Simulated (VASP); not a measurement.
# Al in VASP: single point with r2SCAN

Aim: the single point of Al with r2SCAN.

All numbers are computed with VASP 6.6.1; they aren't measurements. Logs are shortened: lines on timing, memory, paths and dates and some standing lists are left out, and cuts for length are marked.

**1. The cell of the first run**

The cell holds a slab with vacuum, 28 atoms: a = 8.591 Å, b = 8.591 Å, c = 15.050 Å, α = 90.00°, β = 90.00°, γ = 90.00°.

**2. Single point, r2SCAN**

Input file POSCAR:

```
Al
1.0
    8.5913470000      0.0000000000      0.0000000000
    0.0000000000      8.5913470000      0.0000000000
    0.0000000000      0.0000000000     15.0500000000
Al
28
Direct
    0.0000000000      0.0000000000      0.0664451827
    0.3333332945      0.0000000000      0.0664451827
    0.6666667055      0.0000000000      0.0664451827
    0.0000000000      0.3333332945      0.0664451827
    0.3333332945      0.3333332945      0.0664451827
    0.6666667055      0.3333332945      0.0664451827
    0.0000000000      0.6666667055      0.0664451827
    0.3333332945      0.6666667055      0.0664451827
    0.6666667055      0.6666667055      0.0664451827
    0.1631238966      0.1666739802      0.2030967442
    0.5000885193      0.1667586003      0.2157023256
    0.8370006473      0.1666747950      0.2031298339
    0.1646476391      0.5020055644      0.1987303654
    0.5000078567      0.5036692151      0.2031304319
    0.8353349015      0.5020012578      0.1987101661
    0.1646791824      0.8313456551      0.1987444518
    0.5000070420      0.8297918825      0.2030961462
    0.8353390918      0.8313145773      0.1987306977
    0.0000892759     -0.0049874601      0.3370362126
    0.3165723605     -0.0167603520      0.3398568771
    0.6836491414     -0.0168789597      0.3399090365
    0.0000938153      0.3379443293      0.3370974751
    0.3164485150      0.3503228306      0.3399120930
    0.6838195454      0.3504886952      0.3400097674
   -0.0000678590      0.6665967514      0.3377150831
    0.3283508395      0.6667587748      0.3370370764
    0.6712835601      0.6667638963      0.3370966113
    0.5003450565      0.1670209572      0.4314105648
```

Input file INCAR.step1:

```
ALGO = Normal
EDIFF = 1E-4
ENCUT = 520
GGA = PE
ISMEAR = 0
LASPH = True
LCHARG = False
LREAL = Auto
LWAVE = True
NBANDS = 62
NELM = 80
PREC = Accurate
SIGMA = 0.1
```

Input file INCAR.step2:

```
ALGO = Normal
EDIFF = 1E-6
ENCUT = 520
ISIF = 2
ISMEAR = 0
ISTART = 1
LASPH = True
LCHARG = False
LMIXTAU = True
LREAL = Auto
LWAVE = False
METAGGA = R2SCAN
NBANDS = 62
NELM = 80
PREC = Accurate
SIGMA = 0.1
```

Input file KPOINTS:

```
k-points
0
Gamma
  3 3 1
```

Potentials or basis: VASP PAW PBE potentials, release 64 (Al).

Command:

```
$ cat potpaw_PBE.64/Al/POTCAR > POTCAR
$ cp INCAR.step1 INCAR
$ mpirun -np 1 vasp_std > vasp.out
$ cp INCAR.step2 INCAR
$ mpirun -np 1 vasp_std > vasp.out
```

OUTCAR:

```text
EDIFF = 1E-6
   ENCUT = 520
   ISIF = 2
   ISMEAR = 0
   ISTART = 1
   LASPH = True
   LREAL = Auto
   METAGGA = R2SCAN
   NELM = 80
   PREC = Accurate

 ion  position               nearest neighbor table
   1  0.000  0.000  0.066-  18 2.84  16 2.84   4 2.86   7 2.86   2 2.86   3 2.86  12 2.87  10 2.87

   2  0.333  0.000  0.066-  16 2.86   5 2.86   8 2.86   1 2.86   3 2.86  17 2.90  10 2.90  11 3.03

   3  0.667  0.000  0.066-  18 2.86   6 2.86   9 2.86   1 2.86   2 2.86  17 2.90  12 2.90  11 3.02
[... 13 lines left out ...]
  10  0.163  0.167  0.203-  12 2.80  22 2.86  19 2.86   4 2.87   1 2.87  16 2.88  13 2.88  11 2.90
                             5 2.90   2 2.90  20 2.91  23 2.91
  11  0.500  0.167  0.216-  14 2.90  12 2.90  10 2.90  17 2.90  20 2.91  21 2.91  23 2.91  24 2.91
                             6 3.02   5 3.02   3 3.02   2 3.03  28 3.25
  12  0.837  0.167  0.203-  10 2.80  22 2.86  19 2.86   4 2.87   1 2.87  15 2.88  18 2.88  11 2.90
                             6 2.90   3 2.90  21 2.91  24 2.91
  13  0.165  0.502  0.199-  23 2.81   7 2.82  15 2.83  16 2.83   4 2.84   8 2.84   5 2.86  10 2.88
                            14 2.88  26 2.88  22 2.88  25 2.89
  14  0.500  0.504  0.203-  17 2.80  27 2.86  26 2.86   9 2.87   8 2.87  15 2.88  13 2.88  11 2.90
                             6 2.90   5 2.90  23 2.91  24 2.91
  15  0.835  0.502  0.199-  24 2.81   7 2.82  13 2.83  18 2.83   4 2.84   9 2.84   6 2.86  12 2.88
                            14 2.88  27 2.89  22 2.89  25 2.89
  16  0.165  0.831  0.199-  20 2.81   7 2.82  18 2.83  13 2.83   8 2.84   1 2.84   2 2.86  17 2.88
                            10 2.88  19 2.88  26 2.88  25 2.90
  17  0.500  0.830  0.203-  14 2.80  27 2.86  26 2.86   9 2.87   8 2.87  16 2.88  18 2.88  11 2.90
                             3 2.90   2 2.90  20 2.91  21 2.91
  18  0.835  0.831  0.199-  21 2.81   7 2.82  15 2.83  16 2.83   9 2.84   1 2.84   3 2.86  17 2.88
                            12 2.88  19 2.88  27 2.88  25 2.89
  19  0.000  0.995  0.337-  21 2.72  20 2.72  25 2.82  12 2.86  10 2.86  16 2.88  18 2.88  22 2.95
[... 13 lines left out ...]
  26  0.328  0.667  0.337-  23 2.72  20 2.72  25 2.82  14 2.86  17 2.86  16 2.88  13 2.88  27 2.95

  27  0.671  0.667  0.337-  24 2.72  21 2.72  25 2.82  14 2.86  17 2.86  18 2.88  15 2.89  26 2.95

  28  0.500  0.167  0.431-  24 2.62  23 2.62  21 2.62  20 2.62  11 3.25

  LATTYP: Found a simple tetragonal cell.
 ALAT       =     8.5913470000
 C/A-ratio  =     1.7517625583

  Lattice vectors:

 A1 = (   8.5913470000,   0.0000000000,   0.0000000000)
 A2 = (   0.0000000000,   8.5913470000,   0.0000000000)
 A3 = (   0.0000000000,   0.0000000000,  15.0500000000)

Analysis of symmetry for initial positions (statically):
=====================================================================
 Subroutine PRICEL returns:
 Original cell was already a primitive cell.

[... 164 lines left out ...]
   PSTRESS=    0.0 pullay stress
   NELECT =      84.0000    total number of electrons
   NUPDOWN=      -1.0000    fix difference up-down
   EMIN   =  10.00;   EMAX   =-10.00  energy-range for DOS
   EFERMI =   0.00;   METHOD = LEGACY
   ISMEAR =     0;   SIGMA  =   0.10  broadening in eV -4-tet -1-fermi 0-gaus
   EFERMI_NEDOS =   21; number of points for ismear=-14 and -15
   IALGO  =     38    algorithm
   IMIX   =      4    mixing-type and parameters
     AMIX     =   0.40;   BMIX     =  1.00
     AMIX_MAG =   1.60;   BMIX_MAG =  1.00
  volume/ion in A,a.u.               =      39.67       267.73
  Fermi-wavevector in a.u.,A,eV,Ry     =   0.692280  1.308219  6.520608  0.479251
  Thomas-Fermi vector in A             =   1.774168
   LORBIT       =      0    0 simple, 1 ext, 2 COOP (PROOUT), +10 PAW based schemes
   METAGGA = R2SCAN    functional components
   LHFCALC =     F    Hartree Fock is set to
   AEXX    =    0.0000 exact exchange contribution
   IVDW    =     0    specifies the selected vdW correction
   LEPSILON=     F    determine dielectric tensor
   LRPA    =     F    only Hartree local field effects (RPA)
 non-spin polarized calculation
 Gauss-broadening in eV      SIGMA  =   0.10
  energy-cutoff  :      520.00
  volume of cell :     1110.86
 maximum number of plane-waves:     29910
   NGX = 31   NGY = 31   NGZ = 55

 number of electron      84.0000000 magnetization

 Free energy of the ion-electron system (eV)
  ---------------------------------------------------
  ext. energy  EPLUGINS =         0.00000000
  ---------------------------------------------------
  free energy    TOTEN  =      -177.36542259 eV

  energy without entropy =     -177.28420155  energy(sigma->0) =     -177.32481207

 E-fermi :   1.0195     XC(G=0):  -5.7348

 val. band max:        0.9002817201   @ k =   0.3333   0.0000   0.0000
 cond. band min:       1.0287521249   @ k =   0.0000   0.0000   0.0000
 fundamental gap:      0.1284704048
 Fermi energy:         1.0194803453

 k-point     1 :       0.0000    0.0000    0.0000
  band No.  band energies     occupation
      1     -10.1286      2.00000
      2      -8.0898      2.00000
      3      -8.0307      2.00000
      4      -8.0306      2.00000
      5      -8.0097      2.00000
      6      -7.7967      2.00000
[... 217 lines left out ...]
     53       2.4149      0.00000
     54       2.7244      0.00000
 [bands above 54 left out]

------------------------ aborting loop because EDIFF is reached ----------------------------------------

  FORCE on cell =-STRESS in cart. coord.  units (eV):
  Direction    XX          YY          ZZ          XY          YZ          ZX
  --------------------------------------------------------------------------------------
  -------------------------------------------------------------------------------------
  Total      -20.7066227    -20.7066227     -0.6417916     -0.0025241     -0.0151229     -0.0151229
  in kB      -29.8648840    -29.8648840     -0.9256474     -0.0036405     -0.0218115     -0.0218116
  external PRESSURE =     -20.2184718 kB  Pullay stress =       0.0000000 kB

 VOLUME and BASIS-vectors are now :
 -----------------------------------------------------------------------------
  energy-cutoff  :      520.00
  volume of cell :     1110.86
      direct lattice vectors                 reciprocal lattice vectors
     8.591347000  0.000000000  0.000000000     0.116396183  0.000000000  0.000000000
     0.000000000  8.591347000  0.000000000     0.000000000  0.116396183  0.000000000
     0.000000000  0.000000000 15.050000000     0.000000000  0.000000000  0.066445183

 POSITION                                       TOTAL-FORCE (eV/Angst)
 -----------------------------------------------------------------------------------
      0.00000      0.00000      1.00000         0.002584     -0.004589     -0.070390
      2.86378      0.00000      1.00000        -0.007904     -0.007904      0.183643
      5.72757      0.00000      1.00000         0.004741     -0.010196      0.183244
      0.00000      2.86378      1.00000         0.002696      0.004312     -0.072093
      2.86378      2.86378      1.00000        -0.010196      0.004741      0.183244
      5.72757      2.86378      1.00000         0.006785      0.006785      0.182499
[... 20 lines left out ...]
      5.76723      5.72840      5.07330         0.011733      0.001477     -0.006949
      4.29864      1.43493      6.49273        -0.007788     -0.007788     -0.037517
 -----------------------------------------------------------------------------------
    total drift:                                0.003258      0.014001     -0.022418

  FREE ENERGIE OF THE ION-ELECTRON SYSTEM (eV)
  ---------------------------------------------------
  free  energy   TOTEN  =      -177.3654225884 eV

  energy  without entropy=     -177.2842015494  energy(sigma->0) =     -177.32481207
```

OUTCAR.step1:

```text
EDIFF = 1E-4
   ENCUT = 520
   GGA = PE
   ISMEAR = 0
[... 540 lines left out ...]
      2.86378      2.86378      1.00000        -0.003385     -0.001935      0.038448
      5.72757      2.86378      1.00000         0.000342      0.000342      0.037779
[... 20 lines left out ...]
      5.76723      5.72840      5.07330         0.000559      0.002036      0.142785
      4.29864      1.43493      6.49273        -0.007262     -0.007262      0.160986
 -----------------------------------------------------------------------------------
    total drift:                                0.004372      0.008098     -0.025844

  FREE ENERGIE OF THE ION-ELECTRON SYSTEM (eV)
  ---------------------------------------------------
  free  energy   TOTEN  =       -95.1943660139 eV

  energy  without entropy=      -95.1081289927  energy(sigma->0) =      -95.15124750
```

OSZICAR.step1:

```text
N       E                     dE             d eps       ncg     rms          rms(c)
DAV:   1     0.241573380742E+03    0.24157E+03   -0.25632E+04   496   0.980E+02
DAV:   2    -0.784888532779E+02   -0.32006E+03   -0.30243E+03   626   0.156E+02
DAV:   3    -0.987607423306E+02   -0.20272E+02   -0.19409E+02   640   0.359E+01
DAV:   4    -0.997024825144E+02   -0.94174E+00   -0.93538E+00   768   0.880E+00
DAV:   5    -0.997363637722E+02   -0.33881E-01   -0.33858E-01   760   0.174E+00    0.770E+00
DAV:   6    -0.958423409244E+02    0.38940E+01   -0.15857E+01   596   0.687E+00    0.406E+00
DAV:   7    -0.954407915593E+02    0.40155E+00   -0.98287E-01   584   0.273E+00    0.210E+00
DAV:   8    -0.952439233474E+02    0.19687E+00   -0.49895E-01   592   0.152E+00    0.760E-01
DAV:   9    -0.952100212416E+02    0.33902E-01   -0.53048E-02   690   0.599E-01    0.388E-01
DAV:  10    -0.951913341468E+02    0.18687E-01   -0.87921E-03   568   0.263E-01    0.174E-01
DAV:  11    -0.951819985339E+02    0.93356E-02   -0.94180E-03   560   0.198E-01    0.123E-01
DAV:  12    -0.951841890100E+02   -0.21905E-02   -0.42870E-03   576   0.137E-01    0.727E-02
DAV:  13    -0.951889087887E+02   -0.47198E-02   -0.33542E-03   544   0.136E-01    0.557E-02
DAV:  14    -0.951922442786E+02   -0.33355E-02   -0.55739E-04   498   0.807E-02    0.212E-02
DAV:  15    -0.951936920020E+02   -0.14477E-02   -0.15908E-04   422   0.503E-02    0.156E-02
DAV:  16    -0.951942447446E+02   -0.55274E-03   -0.58384E-05   394   0.284E-02    0.766E-03
DAV:  17    -0.951943521405E+02   -0.10740E-03   -0.17663E-05   382   0.151E-02    0.253E-03
DAV:  18    -0.951943660139E+02   -0.13873E-04   -0.53840E-06   316   0.867E-03
   1 F= -.95194366E+02 E0= -.95151248E+02  d E =-.862370E-01
```

Run time: 42 min. Hardware: 1 thread of Oxide Virtual Turin-like, shared host; peak memory 1 GiB.

What came out:

| Quantity | Value |
| --- | --- |
| Free energy | -177.3654 eV |
| Largest force | 0.243 eV/Å |
| Band gap on the k mesh | zero (bands 42 and 43 overlap by 0.22 eV) |

Forces in eV/Å, atoms in the order of the input:
```
Al   0.003 -0.005 -0.070
Al  -0.008 -0.008  0.184
Al   0.005 -0.010  0.183
Al   0.003  0.004 -0.072
Al  -0.010  0.005  0.183
Al   0.007  0.007  0.182
Al   0.000  0.000 -0.243
Al  -0.005  0.003 -0.070
Al   0.004  0.003 -0.072
Al  -0.007  0.002 -0.010
Al   0.002  0.002 -0.011
Al   0.006  0.002 -0.010
Al   0.000 -0.003 -0.015
Al   0.002  0.006 -0.010
Al  -0.003 -0.003 -0.013
Al   0.000  0.000 -0.016
Al   0.002 -0.007 -0.010
Al  -0.003  0.000 -0.015
Al   0.002 -0.005 -0.005
Al   0.005  0.005 -0.001
Al  -0.004 -0.001 -0.007
Al   0.001  0.012 -0.007
Al  -0.001 -0.004 -0.007
Al   0.003  0.003 -0.014
Al  -0.001 -0.001 -0.007
Al  -0.005  0.002 -0.005
Al   0.012  0.001 -0.007
Al  -0.008 -0.008 -0.038
```

Caveat: there is no dipole correction, which matters where the two faces differ; the PAW data sets were made with another functional, which shifts forces and pressure a little.

The gap in the log of VASP goes by the Fermi energy; the results here count the filled bands.